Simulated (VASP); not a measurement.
# GaAs (I-4m2) in VASP: notebook

GaAs is run at these levels: PBEsol; tasks: single point.

All numbers are computed with VASP 6.6.1; they aren't measurements. Logs are shortened: lines on timing, memory, paths and dates and some standing lists are left out, and cuts for length are marked.

## (1) The cell of the first run

Symmetry: I-4m2, No. 119, tetragonal system. Conventional cell: a = 4.161 Å, b = 4.161 Å, c = 5.522 Å, α = 90.00°, β = 90.00°, γ = 90.00°. Ga (site symmetry -4m2) has 4 As at 2.50 Å within 3.3 Å. Within 3.3 Å of As (site symmetry -4m2) lie 4 Ga at 2.50 Å.

## (2) Single point, PBEsol (biaxial strain in the a-b plane: +4.0 %)

Contents of INCAR:

```
  ALGO = Normal
  EDIFF = 1E-6
  ENCUT = 520
  GGA = PS
  ISIF = 2
  ISMEAR = 0
  LASPH = True
  LCHARG = False
  LREAL = False
  LWAVE = False
  NBANDS = 26
  NELM = 100
  PREC = Accurate
  SIGMA = 0.01
```

Contents of KPOINTS:

```
k-points
0
Gamma
  10 10 6
```

Contents of POSCAR:

```
GaAs
1.0
    2.9421354669      2.9421354669      0.0000000000
   -2.9421354669      2.9421354669      0.0000000000
    0.0000000000      0.0000000000      5.5221619532
Ga As
2 2
Direct
    0.0000000000      0.0000000000      0.0000000000
    0.5000000000      0.5000000000      0.5000000000
    0.5000000000      0.0000000000      0.7500000000
    0.0000000000      0.5000000000      0.2500000000
```

Potentials or basis: VASP PAW PBE potentials, release 64 (Ga_d, As).

The run is started by

```sh
$ cat potpaw_PBE.64/Ga_d/POTCAR potpaw_PBE.64/As/POTCAR > POTCAR
$ mpirun -np 1 vasp_std > vasp.out
```

OUTCAR:

```text
EDIFF = 1E-6
   ENCUT = 520
   GGA = PS
   ISIF = 2
   ISMEAR = 0
   LASPH = True
   LREAL = False
   NELM = 100
   PREC = Accurate

 ion  position               nearest neighbor table
   1  0.000  0.000  0.000-   3 2.50   4 2.50   4 2.50   3 2.50
   2  0.500  0.500  0.500-   3 2.50   4 2.50   3 2.50   4 2.50
   3  0.500  0.000  0.750-   1 2.50   2 2.50   2 2.50   1 2.50
   4  0.000  0.500  0.250-   1 2.50   2 2.50   1 2.50   2 2.50

  LATTYP: Found a simple tetragonal cell.
 ALAT       =     4.1608078796
 C/A-ratio  =     1.3271850354

  Lattice vectors:

 A1 = (   2.9421354669,   2.9421354669,   0.0000000000)
 A2 = (  -2.9421354669,   2.9421354669,   0.0000000000)
 A3 = (   0.0000000000,   0.0000000000,   5.5221619532)

Analysis of symmetry for initial positions (statically):
=====================================================================
 Subroutine PRICEL returns following result:

  LATTYP: Found a body centered tetragonal cell.
 ALAT       =     4.1608078796
 C/A-ratio  =     1.3271850354

  Lattice vectors:

 A1 = (   0.0000000000,  -2.9421354669,  -2.7610809766)
 A2 = (   0.0000000000,   2.9421354669,  -2.7610809766)
 A3 = (   2.9421354669,   0.0000000000,   2.7610809766)

   2 primitive cells build up your supercell.

 Routine SETGRP: Setting up the symmetry group for a
 simple tetragonal supercell.

 Subroutine GETGRP returns: Found  8 space group operations
 (whereof  8 operations were pure point group operations)
 out of a pool of 16 trial point group operations.

The static configuration has the point symmetry D_2d.

Analysis of symmetry for dynamics (positions and initial velocities):
=====================================================================
 Subroutine PRICEL returns following result:

  LATTYP: Found a body centered tetragonal cell.
 ALAT       =     4.1608078796
 C/A-ratio  =     1.3271850354

  Lattice vectors:

 A1 = (   0.0000000000,  -2.9421354669,  -2.7610809766)
 A2 = (   0.0000000000,   2.9421354669,  -2.7610809766)
 A3 = (   2.9421354669,   0.0000000000,   2.7610809766)

   2 primitive cells build up your supercell.

 Routine SETGRP: Setting up the symmetry group for a
 simple tetragonal supercell.

 Subroutine GETGRP returns: Found  8 space group operations
 (whereof  8 operations were pure point group operations)
 out of a pool of 16 trial point group operations.

The dynamic configuration has the point symmetry D_2d.

 Subroutine INISYM returns: Found  8 space group operations
 (whereof  8 operations are pure point group operations),
 and found     2 'primitive' translations

----------------------------------------------------------------------------------------

                                     Primitive cell

  volume of cell :      47.8007

  direct lattice vectors                    reciprocal lattice vectors
     0.000000000 -2.942135467 -2.761080977     0.169944588 -0.169944588 -0.181088495
     0.000000000  2.942135467 -2.761080977     0.169944588  0.169944588 -0.181088495
     2.942135467  0.000000000  2.761080977     0.339889176  0.000000000  0.000000000

  length of vectors
     4.034814651  4.034814651  4.034814651     0.300924192  0.300924192  0.339889176

  position of ions in fractional coordinates (direct lattice)
     0.000000000  0.000000000  0.000000000
     0.250000000  0.750000000  0.500000000

  ion indices of the primitive-cell ions
   primitive index   ion index
                 1           1
                 2           3

----------------------------------------------------------------------------------------

 KPOINTS: k-points

Automatic generation of k-mesh.
 Grid dimensions read from file:
 generate k-points for:   10   10    6

 Generating k-lattice:

  Cartesian coordinates                     Fractional coordinates (reciprocal lattice)
     0.016994459  0.016994459  0.000000000     0.100000000  0.000000000  0.000000000
    -0.016994459  0.016994459  0.000000000     0.000000000  0.100000000  0.000000000
     0.000000000  0.000000000  0.030181416     0.000000000  0.000000000  0.166666667

  Length of vectors
     0.024033794  0.024033794  0.030181416

  Shift w.r.t. Gamma in fractional coordinates (k-lattice)
     0.000000000  0.000000000  0.000000000

 Subroutine IBZKPT returns following result:
 ===========================================

 Found     84 irreducible k-points:

 Following reciprocal coordinates:
            Coordinates               Weight
  0.000000  0.000000  0.000000      1.000000
  0.100000  0.000000  0.000000      4.000000
  0.200000  0.000000  0.000000      4.000000
  0.300000  0.000000  0.000000      4.000000
  0.400000  0.000000  0.000000      4.000000
  0.500000  0.000000  0.000000      2.000000
[... 16 lines left out ...]
  0.100000  0.000000  0.166667      8.000000
  0.200000  0.000000  0.166667      8.000000
 [... further k-points ...]
   k-points           NKPTS =     84   k-points in BZ     NKDIM =     84   number of bands    NBANDS=     26
   number of dos      NEDOS =    301   number of ions     NIONS =      4
   total plane-waves  NPLWV =  43008
   dimension x,y,z NGX =    32 NGY =   32 NGZ =   42
   dimension x,y,z NGXF=    64 NGYF=   64 NGZF=   84
   ions per type =               2   2
   NGX,Y,Z   is equivalent  to a cutoff of  12.79, 12.79, 12.64 a.u.
   NGXF,Y,Z  is equivalent  to a cutoff of  25.57, 25.57, 25.29 a.u.
 SYSTEM =  unknown system
   PREC   = accura    normal or accurate (medium, high low for compatibility)
   ISTART =      0    job   : 0-new  1-cont  2-samecut
   ICHARG =      2    charge: 1-file 2-atom 10-const
   ISPIN  =      1    spin polarized calculation?
   LNONCOLLINEAR =      F non collinear calculations
   LSORBIT =      F    spin-orbit coupling
   LASPH  =      T    aspherical Exc in radial PAW
   ENCUT  =  520.0 eV  38.22 Ry    6.18 a.u.   7.74  7.74 10.27*2*pi/ulx,y,z
   NELM   =    100;   NELMIN=  2; NELMDL= -5     # of ELM steps
   EDIFF  = 0.1E-05   stopping-criterion for ELM
   LREAL  =      F    real-space projection
   EDIFFG = 0.1E-04   stopping-criterion for IOM
   NSW    =      0    number of steps for IOM
   IBRION =     -1    ionic relax: 0-MD 1-quasi-New 2-CG
   NFREE  =      0    steps in history (QN), initial steepest desc. (CG)
   ISIF   =      2    stress and relaxation
   ISYM   =      2    0-nonsym 1-usesym 2-fastsym
   POTIM  = 0.5000    time-step for ionic-motion
   TEBEG  =    0.0;   TEEND  =   0.0 temperature during run
   PSTRESS=    0.0 pullay stress
   NELECT =      36.0000    total number of electrons
   NUPDOWN=      -1.0000    fix difference up-down
   EMIN   =  10.00;   EMAX   =-10.00  energy-range for DOS
   EFERMI =   0.00;   METHOD = LEGACY
   ISMEAR =     0;   SIGMA  =   0.01  broadening in eV -4-tet -1-fermi 0-gaus
   EFERMI_NEDOS =   21; number of points for ismear=-14 and -15
   IALGO  =     38    algorithm
   IMIX   =      4    mixing-type and parameters
     AMIX     =   0.40;   BMIX     =  1.00
     AMIX_MAG =   1.60;   BMIX_MAG =  1.00
  volume/ion in A,a.u.               =      23.90       161.29
  Fermi-wavevector in a.u.,A,eV,Ry     =   1.182191  2.234016 19.015158  1.397575
  Thomas-Fermi vector in A             =   2.318450
   LORBIT       =      0    0 simple, 1 ext, 2 COOP (PROOUT), +10 PAW based schemes
   GGA     = PS    functional components
   LHFCALC =     F    Hartree Fock is set to
   AEXX    =    0.0000 exact exchange contribution
   IVDW    =     0    specifies the selected vdW correction
   LEPSILON=     F    determine dielectric tensor
   LRPA    =     F    only Hartree local field effects (RPA)
 non-spin polarized calculation
 Gauss-broadening in eV      SIGMA  =   0.01
  energy-cutoff  :      520.00
  volume of cell :       95.60
 maximum number of plane-waves:      2608
 NGX is ok and might be reduce to    32
   NGX = 15   NGY = 15   NGZ = 21

 number of electron      35.9999977 magnetization

 Free energy of the ion-electron system (eV)
  ---------------------------------------------------
  ext. energy  EPLUGINS =         0.00000000
  ---------------------------------------------------
  free energy    TOTEN  =       -18.09319917 eV

  energy without entropy =      -18.09319917  energy(sigma->0) =      -18.09319917

 E-fermi :   3.3679     XC(G=0):  -9.5274

 val. band max:        3.3081344846   @ k =   0.0000   0.0000   0.0000
 cond. band min:       3.4989084822   @ k =   0.0000   0.0000   0.0000
 fundamental gap:      0.1907739975
 Fermi energy:         3.3679128818

 k-point     1 :       0.0000    0.0000    0.0000
  band No.  band energies     occupation
      1     -11.4812      2.00000
      2     -11.3943      2.00000
      3     -11.3943      2.00000
      4     -11.3796      2.00000
      5     -11.3536      2.00000
      6     -11.3519      2.00000
[... 18 lines left out ...]
     25      10.5161      0.00000
     26      12.6823      0.00000

 k-point     2 :       0.1000    0.0000    0.0000
  band No.  band energies     occupation
      1     -11.4793      2.00000
      2     -11.3987      2.00000
      3     -11.3932      2.00000
      4     -11.3781      2.00000
      5     -11.3554      2.00000
      6     -11.3529      2.00000
[... 18 lines left out ...]
     25      10.9445      0.00000
     26      12.0809      0.00000

 k-point     3 :       0.2000    0.0000    0.0000
  band No.  band energies     occupation
      1     -11.4742      2.00000
      2     -11.4102      2.00000
      3     -11.3901      2.00000
      4     -11.3746      2.00000
      5     -11.3590      2.00000
      6     -11.3558      2.00000
[... 572 lines left out ...]
 k-point    23 :       0.1000    0.0000    0.1667
  band No.  band energies     occupation
      1     -11.4740      2.00000
      2     -11.3997      2.00000
      3     -11.3907      2.00000
      4     -11.3827      2.00000
      5     -11.3571      2.00000
      6     -11.3559      2.00000
[... 18 lines left out ...]
     25      11.3819      0.00000
     26      11.4776      0.00000

 k-point    24 :       0.2000    0.0000    0.1667
  band No.  band energies     occupation
      1     -11.4699      2.00000
      2     -11.4127      2.00000
      3     -11.3882      2.00000
      4     -11.3769      2.00000
      5     -11.3609      2.00000
      6     -11.3587      2.00000
[... 18 lines left out ...]
     25      10.2891      0.00000
     26      10.8904      0.00000

 [... further k-points ...]

------------------------ aborting loop because EDIFF is reached ----------------------------------------

  FORCE on cell =-STRESS in cart. coord.  units (eV):
  Direction    XX          YY          ZZ          XY          YZ          ZX
  --------------------------------------------------------------------------------------
  -------------------------------------------------------------------------------------
  Total       -2.5363764     -2.5363764     -0.5695353      0.0000000      0.0000000      0.0000000
  in kB      -42.5069382    -42.5069382     -9.5447982      0.0000000      0.0000000      0.0000000
  external PRESSURE =     -31.5195582 kB  Pullay stress =       0.0000000 kB

 VOLUME and BASIS-vectors are now :
 -----------------------------------------------------------------------------
  energy-cutoff  :      520.00
  volume of cell :       95.60
      direct lattice vectors                 reciprocal lattice vectors
     2.942135467  2.942135467  0.000000000     0.169944588  0.169944588  0.000000000
    -2.942135467  2.942135467  0.000000000    -0.169944588  0.169944588  0.000000000
     0.000000000  0.000000000  5.522161953     0.000000000  0.000000000  0.181088495

 POSITION                                       TOTAL-FORCE (eV/Angst)
 -----------------------------------------------------------------------------------
      0.00000      0.00000      0.00000        -0.000000     -0.000000     -0.000000
      0.00000      2.94214      2.76108         0.000000      0.000000      0.000000
      1.47107      1.47107      4.14162         0.000000      0.000000     -0.000000
     -1.47107      1.47107      1.38054         0.000000      0.000000     -0.000000
 -----------------------------------------------------------------------------------
    total drift:                               -0.000000      0.000000     -0.000000

  FREE ENERGIE OF THE ION-ELECTRON SYSTEM (eV)
  ---------------------------------------------------
  free  energy   TOTEN  =       -18.0931991685 eV

  energy  without entropy=      -18.0931991685  energy(sigma->0) =      -18.09319917
```

Wall time 4 min (1 thread of Intel Xeon 8259CL, shared host); peak memory 0.32 GiB.

What came out:

* Free energy: -18.0932 eV
* Pressure: -3.2 GPa
* Band gap on the k mesh: 0.19 eV

Stress tensor (GPa, compression positive):
```
-4.25  0.00  0.00
 0.00 -4.25  0.00
 0.00  0.00 -0.95
```

Levels at points of the mesh, in eV from the valence-band top:
```csv
k point,band 15,band 16,band 17,band 18,band 19,band 20,band 21,band 22
"(0.00, 0.00, 0.00)",-2.78,-0.12,-0.12,0.00,0.19,1.21,1.22,3.57
"(0.50, 0.00, 0.00)",-2.97,-2.97,-1.41,-1.41,2.27,2.27,5.44,5.44
"(0.50, 0.50, 0.00)",-2.39,-2.39,-2.35,-2.35,1.56,1.56,1.78,1.78
"(0.00, 0.00, 0.50)",-1.78,-1.78,-1.78,-1.78,1.58,1.58,3.13,3.13
"(0.50, 0.00, 0.50)",-1.31,-1.31,-0.85,-0.85,0.71,0.71,4.35,4.35
"(0.50, 0.50, 0.50)",-3.32,-3.32,-3.15,-3.15,4.73,4.73,4.96,4.96
```

Caveat: the cell differs from its parent crystal (biaxial strain in the a-b plane: +4.0 %); the cell stands under tension; the PAW data sets were made with another functional, which shifts forces and pressure a little.

[end of part 1 of 2]
